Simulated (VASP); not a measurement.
A run of VASP 6.6.1 is set up as follows.

The input INCAR:

```
SYSTEM = TiW4
  PREC = Accurate
  ENCUT = 520
  EDIFF = 1E-6
  ISMEAR = 0
  SIGMA = 0.1
  LREAL = .FALSE.
  LASPH = .TRUE.
  NELM = 60
  ALGO = Fast
  ISIF = 2
  LWAVE = .FALSE.
  LCHARG = .FALSE.
  GGA = PE
  NBANDS = 79
```

File KPOINTS:

```
Automatic mesh
0
G
  12 12 2
  0 0 0
```

The input POSCAR:

```
TiW4
1.0
    2.7819419426      0.0000000000      0.0000000000
   -1.3909709713      2.4092323942      0.0000000000
    0.0000000000      0.0000000000     24.7042155747
Ti W
2 8
Direct
    0.3333333333      0.6666666667      0.2500000000
    0.6666666667      0.3333333333      0.7500000000
    0.3333333333      0.6666666667      0.6500602188
    0.3333333333      0.6666666667      0.8499397812
    0.3333333333      0.6666666667      0.0500077871
    0.3333333333      0.6666666667      0.4499922129
    0.6666666667      0.3333333333      0.9499922129
    0.6666666667      0.3333333333      0.1500602188
    0.6666666667      0.3333333333      0.3499397812
    0.6666666667      0.3333333333      0.5500077871
```

Potentials or basis: VASP PAW PBE potentials, release 64 (Ti_sv, W_sv).

Run with:

```bash
$ cat potpaw_PBE.64/Ti_sv/POTCAR potpaw_PBE.64/W_sv/POTCAR > POTCAR
$ mpirun -np 1 vasp_std > vasp.out
```

Predict the largest force.

0.020 eV/Å.

What does it give for the band gap on the k mesh?

Zero (bands 68 and 69 overlap by 1.07 eV).

Stress tensor (GPa, compression positive):
```
0.39 0.00 0.00
0.00 0.39 0.00
0.00 0.00 0.21
```

Caveat: spin-orbit coupling is left out, which moves the levels of the heavy elements.
